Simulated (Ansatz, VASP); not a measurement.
**One calculation of Be2C, two programs**

File INCAR:

```
SYSTEM = Be2C
PREC = Accurate ; ENCUT = 600
EDIFF = 1E-6 ; ISMEAR = 0
SIGMA = 0.01 ; LREAL = .False.
LASPH = .True. ; NELM = 120
ALGO = Normal ; ISIF = 2
LWAVE = .False. ; LCHARG = .False.
GGA = PS ; NBANDS = 11
GGA_COMPAT = .False.
```

Contents of KPOINTS:

```
regular mesh
0
Gamma
  10 10 10
  0 0 0
```

File POSCAR:

```
Be2C
1.0
    2.1553793063      2.1553793063      0.0000000000
   -2.1553793063      2.1553793063      0.0000000000
    0.0000000000      2.1553793063      2.1553793063
Be C
2 1
Direct
    0.2500000000      0.7500000000      0.5000000000
    0.7500000000      0.2500000000      0.5000000000
    0.0000000000      0.0000000000      0.0000000000
```

Input for Ansatz:

```yaml
crystal:
  lattice:
    - [2.15537930628, 2.15537930628, 0.0]
    - [-2.15537930628, 2.15537930628, 0.0]
    - [0.0, 2.15537930628, 2.15537930628]
  atoms:
    - { symbol: Be, position: [0.25, 0.75, 0.5] }
    - { symbol: Be, position: [0.75, 0.25, 0.5] }
    - { symbol: C, position: [0.0, 0.0, 0.0] }
kpoints:
  mp_grid: { grid: [10, 10, 10] }
scf:
  occupations: { method: fixed }
  convergence: { dr2_threshold: 1.0e-10 }
hamiltonian:
  xc: pbesol
  pseudopotentials: { kind: all_electron, lapw: { basis_error: 0.0005 } }
output:
  forces: true
  stress: true
  eigenstates:
    kpoints:
      - [0.0, 0.0, 0.0]
      - [-0.5, 0.5, 0.0]
      - [-0.5, -0.5, -0.5]
      - [0.0, 0.0, -0.5]
      - [0.0, -0.5, -0.5]
      - [0.0, 0.5, 0.0]
      - [-0.5, 0.0, 0.0]
      - [-0.5, 0.0, -0.5]
  eigenvalues: true
```

Change from the starting cell: unstrained.

Alike in both runs: task single point; functional PBEsol; k mesh 10 × 10 × 10; no spin polarisation.

|  | VASP | Ansatz |
| --- | --- | --- |
| version | VASP 6.6.1 | Ansatz 0.2.0 |
| potentials or method | VASP PAW PBE potentials, release 64 (Be, C), cutoff 600 eV | all-electron LAPW, scalar-relativistic |
| occupations | gaussian, width 0.01 eV | fixed |

Ansatz gave:

* gap on the k mesh at the Fermi level (eV): 1.08
* pressure (GPa): -0.2

Question: What did VASP give for the same quantities?

Answer: gap on the k mesh at the Fermi level (eV): 1.07; pressure (GPa): 0.6.

VASP's potentials were made for PBE, not for PBEsol. Ansatz ran all-electron here, and VASP with PAW potentials.
